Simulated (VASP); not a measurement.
# Mg2Si (Fm-3m) in VASP: single point with r2SCAN

Aim: the single point of Mg2Si with r2SCAN.

Everything below comes from runs of VASP 6.6.1. Logs are shortened: lines on timing, memory, paths and dates and some standing lists are left out, and cuts for length are marked.

**1. The cell of the first run**

The structure is cubic, space group Fm-3m (No. 225). The conventional cell has a = 6.394 Å, b = 6.394 Å, c = 6.394 Å, α = 90.00°, β = 90.00°, γ = 90.00°. Mg (site symmetry -43m) has 4 Si at 2.77 Å and 6 Mg at 3.20 Å within 3.6 Å. Within 3.6 Å of Si (site symmetry m-3m) lie 8 Mg at 2.77 Å.

**2. Single point, r2SCAN**

Contents of POSCAR:

```
Mg2Si
1.0
    0.0000000000      3.1972120000      3.1972120000
    3.1972120000      0.0000000000      3.1972120000
    3.1972120000      3.1972120000      0.0000000000
Mg Si
2 1
Direct
    0.2500000000      0.2500000000      0.2500000000
    0.7500000000      0.7500000000      0.7500000000
    0.0000000000      0.0000000000      0.0000000000
```

Contents of INCAR.step1:

```
PREC     = Accurate       # precision mode
ENCUT    = 660            # plane-wave cutoff, eV
ISMEAR   = -1             # smearing method
SIGMA    = 0.1            # smearing width, eV
LREAL    = False          # projectors in reciprocal space
LASPH    = True           # aspherical terms in the spheres
NELM     = 120            # most SCF steps
NBANDS   = 11             # bands
GGA      = PE             # functional
ALGO     = Normal         # electronic algorithm
EDIFF    = 1E-5           # SCF threshold, eV
LWAVE    = True           # write WAVECAR
LCHARG   = False          # write CHGCAR
GGA_COMPAT= False
```

Contents of INCAR.step2:

```
PREC     = Accurate       # precision mode
ENCUT    = 660            # plane-wave cutoff, eV
EDIFF    = 1E-6           # SCF threshold, eV
ISMEAR   = -1             # smearing method
SIGMA    = 0.1            # smearing width, eV
LREAL    = False          # projectors in reciprocal space
LASPH    = True           # aspherical terms in the spheres
NELM     = 120            # most SCF steps
ALGO     = Normal         # electronic algorithm
ISIF     = 2              # what is computed and relaxed
LWAVE    = False          # write WAVECAR
LCHARG   = False          # write CHGCAR
METAGGA  = R2SCAN         # meta-GGA
LMIXTAU  = True         
NBANDS   = 11             # bands
ISTART   = 1            
GGA_COMPAT= False
```

Contents of KPOINTS:

```
regular mesh
0
Gamma
  9 9 9
```

Potentials or basis: VASP PAW PBE potentials, release 64 (Mg, Si).

Started as:

```
> cat potpaw_PBE.64/Mg/POTCAR potpaw_PBE.64/Si/POTCAR > POTCAR
> cp INCAR.step1 INCAR
> mpirun -np 1 vasp_std > vasp.out
> cp INCAR.step2 INCAR
> mpirun -np 1 vasp_std > vasp.out
```

OUTCAR:

```text
PREC = Accurate
   ENCUT = 660
   EDIFF = 1E-6
   ISMEAR = -1
   LREAL = False
   LASPH = True
   NELM = 120
   ISIF = 2
   METAGGA = R2SCAN
   ISTART = 1

 ion  position               nearest neighbor table
   1  0.250  0.250  0.250-   3 2.77   3 2.77   3 2.77   3 2.77   2 3.20   2 3.20   2 3.20   2 3.20
                             2 3.20   2 3.20
   2  0.750  0.750  0.750-   3 2.77   3 2.77   3 2.77   3 2.77   1 3.20   1 3.20   1 3.20   1 3.20
                             1 3.20   1 3.20
   3  0.000  0.000  0.000-   2 2.77   2 2.77   2 2.77   1 2.77   1 2.77   1 2.77   2 2.77   1 2.77

  LATTYP: Found a face centered cubic cell.
 ALAT       =     6.3944240000

  Lattice vectors:

 A1 = (   0.0000000000,   3.1972120000,   3.1972120000)
 A2 = (   3.1972120000,   0.0000000000,   3.1972120000)
 A3 = (   3.1972120000,   3.1972120000,   0.0000000000)

Analysis of symmetry for initial positions (statically):
=====================================================================
 Subroutine PRICEL returns:
 Original cell was already a primitive cell.

 Routine SETGRP: Setting up the symmetry group for a
 face centered cubic supercell.

 Subroutine GETGRP returns: Found 48 space group operations
 (whereof 48 operations were pure point group operations)
 out of a pool of 48 trial point group operations.

The static configuration has the point symmetry O_h .

Analysis of symmetry for dynamics (positions and initial velocities):
=====================================================================
 Subroutine PRICEL returns:
 Original cell was already a primitive cell.

 Routine SETGRP: Setting up the symmetry group for a
 face centered cubic supercell.

 Subroutine GETGRP returns: Found 48 space group operations
 (whereof 48 operations were pure point group operations)
 out of a pool of 48 trial point group operations.

The dynamic configuration has the point symmetry O_h .

 Subroutine INISYM returns: Found 48 space group operations
 (whereof 48 operations are pure point group operations),
 and found     1 'primitive' translations

----------------------------------------------------------------------------------------

                                     Primitive cell

  volume of cell :      65.3649

  direct lattice vectors                    reciprocal lattice vectors
     0.000000000  3.197212000  3.197212000    -0.156386252  0.156386252  0.156386252
     3.197212000  0.000000000  3.197212000     0.156386252 -0.156386252  0.156386252
     3.197212000  3.197212000  0.000000000     0.156386252  0.156386252 -0.156386252

  length of vectors
     4.521540572  4.521540572  4.521540572     0.270868933  0.270868933  0.270868933

[... 95 lines left out ...]
   EMIN   =  10.00;   EMAX   =-10.00  energy-range for DOS
   EFERMI =   0.00;   METHOD = LEGACY
   ISMEAR =    -1;   SIGMA  =   0.10  broadening in eV -4-tet -1-fermi 0-gaus
   EFERMI_NEDOS =   21; number of points for ismear=-14 and -15
   IALGO  =     38    algorithm
   IMIX   =      4    mixing-type and parameters
     AMIX     =   0.40;   BMIX     =  1.00
     AMIX_MAG =   1.60;   BMIX_MAG =  1.00
  volume/ion in A,a.u.               =      21.79       147.03
  Fermi-wavevector in a.u.,A,eV,Ry     =   0.812812  1.535992  8.988869  0.660663
  Thomas-Fermi vector in A             =   1.922423
   LORBIT       =      0    0 simple, 1 ext, 2 COOP (PROOUT), +10 PAW based schemes
   METAGGA = R2SCAN    functional components
   LHFCALC =     F    Hartree Fock is set to
   AEXX    =    0.0000 exact exchange contribution
   IVDW    =     0    specifies the selected vdW correction
   LEPSILON=     F    determine dielectric tensor
   LRPA    =     F    only Hartree local field effects (RPA)
 non-spin polarized calculation
  energy-cutoff  :      660.00
  volume of cell :       65.36
 maximum number of plane-waves:      2565
 NGX is ok and might be reduce to    40
   NGX = 19   NGY = 19   NGZ = 19

 number of electron       8.0000000 magnetization

 Free energy of the ion-electron system (eV)
  ---------------------------------------------------
  ext. energy  EPLUGINS =         0.00000000
  ---------------------------------------------------
  free energy    TOTEN  =       -17.67466390 eV

  energy without entropy =      -17.67257367  energy(sigma->0) =      -17.67361879

 E-fermi :   3.6792     XC(G=0):  -9.1153

 val. band max:        3.3956932398   @ k =   0.0000   0.0000   0.0000
 cond. band min:       3.9550214788   @ k =   0.4444   0.4444   0.0000
 fundamental gap:      0.5593282390
 Fermi energy:         3.6792308709

 k-point     1 :       0.0000    0.0000    0.0000
  band No.  band energies     occupation
      1      -6.0307      2.00000
      2       3.3957      1.88912
      3       3.3957      1.88912
      4       3.3957      1.88912
      5       5.7207      0.00000
      6       6.1981      0.00000
      7       6.1981      0.00000
      8       6.1981      0.00000
      9       9.3328      0.00000
     10       9.3328      0.00000
     11      10.7114      0.00000
[... 309 lines left out ...]
 k-point    24 :       0.4444    0.4444    0.0000
  band No.  band energies     occupation
      1      -4.1340      2.00000
      2      -0.9347      2.00000
      3       1.4259      2.00000
      4       1.4259      2.00000
      5       3.9550      0.11928
      6       4.1526      0.01743
      7      11.2474      0.00000
      8      11.2474      0.00000
      9      12.3446      0.00000
     10      12.5175      0.00000
     11      12.9915      0.00000

 [... further k-points ...]

------------------------ aborting loop because EDIFF is reached ----------------------------------------

  FORCE on cell =-STRESS in cart. coord.  units (eV):
  Direction    XX          YY          ZZ          XY          YZ          ZX
  --------------------------------------------------------------------------------------
  -------------------------------------------------------------------------------------
  Total       -0.7121243     -0.7121243     -0.7121243     -0.0000000     -0.0000000      0.0000000
  in kB      -17.4550898    -17.4550898    -17.4550898     -0.0000000     -0.0000000      0.0000000
  external PRESSURE =     -17.4550898 kB  Pullay stress =       0.0000000 kB

 VOLUME and BASIS-vectors are now :
 -----------------------------------------------------------------------------
  energy-cutoff  :      660.00
  volume of cell :       65.36
      direct lattice vectors                 reciprocal lattice vectors
     0.000000000  3.197212000  3.197212000    -0.156386252  0.156386252  0.156386252
     3.197212000  0.000000000  3.197212000     0.156386252 -0.156386252  0.156386252
     3.197212000  3.197212000  0.000000000     0.156386252  0.156386252 -0.156386252

 POSITION                                       TOTAL-FORCE (eV/Angst)
 -----------------------------------------------------------------------------------
      1.59861      1.59861      1.59861         0.000000      0.000000     -0.000000
      4.79582      4.79582      4.79582        -0.000000     -0.000000      0.000000
      0.00000      0.00000      0.00000        -0.000000     -0.000000     -0.000000
 -----------------------------------------------------------------------------------
    total drift:                               -0.000000      0.000000     -0.000000

  FREE ENERGIE OF THE ION-ELECTRON SYSTEM (eV)
  ---------------------------------------------------
  free  energy   TOTEN  =       -17.6746638979 eV

  energy  without entropy=      -17.6725736730  energy(sigma->0) =      -17.67361879
```

OUTCAR.step1:

```text
PREC = Accurate
   ENCUT = 660
   ISMEAR = -1
   LREAL = False
   LASPH = True
   NELM = 120
[... 561 lines left out ...]
      1.59861      1.59861      1.59861        -0.000000     -0.000000     -0.000000
      4.79582      4.79582      4.79582         0.000000      0.000000      0.000000
      0.00000      0.00000      0.00000         0.000000      0.000000     -0.000000
 -----------------------------------------------------------------------------------
    total drift:                               -0.000000      0.000000     -0.000000

  FREE ENERGIE OF THE ION-ELECTRON SYSTEM (eV)
  ---------------------------------------------------
  free  energy   TOTEN  =        -8.9152028967 eV

  energy  without entropy=       -8.9093382660  energy(sigma->0) =       -8.91227058
```

OSZICAR.step1:

```text
N       E                     dE             d eps       ncg     rms          rms(c)
DAV:   1     0.631736610397E+01    0.63174E+01   -0.31102E+03   770   0.640E+02
DAV:   2    -0.884373856893E+01   -0.15161E+02   -0.14283E+02   934   0.715E+01
DAV:   3    -0.946182409254E+01   -0.61809E+00   -0.61447E+00  1005   0.117E+01
DAV:   4    -0.946645270380E+01   -0.46286E-02   -0.46278E-02   900   0.126E+00
DAV:   5    -0.946650555054E+01   -0.52847E-04   -0.52847E-04   949   0.137E-01    0.346E+00
DAV:   6    -0.897902629797E+01    0.48748E+00   -0.10234E+00   872   0.336E+00    0.188E+00
DAV:   7    -0.891556419306E+01    0.63462E-01   -0.35428E-01   911   0.214E+00    0.908E-01
DAV:   8    -0.891541607428E+01    0.14812E-03   -0.15493E-02   827   0.612E-01    0.255E-01
DAV:   9    -0.891513605240E+01    0.28002E-03   -0.97781E-04   875   0.131E-01    0.136E-01
DAV:  10    -0.891521272650E+01   -0.76674E-04   -0.25401E-04   872   0.687E-02    0.562E-02
DAV:  11    -0.891520289673E+01    0.98298E-05   -0.19121E-05   592   0.173E-02
   1 F= -.89152029E+01 E0= -.89122706E+01  d E =-.586463E-02
```

It took 66 s on 1 thread of Intel Xeon 6975P-C (Granite Rapids), shared host; peak memory 0.27 GiB.

What came out:

- Free energy: -17.6747 eV
- Pressure: -1.7 GPa
- Band gap on the k mesh: 0.56 eV, indirect (least direct gap 2.33 eV)

Caveat: the PAW data sets were made with another functional, which shifts forces and pressure a little. A k mesh can miss the band edges.
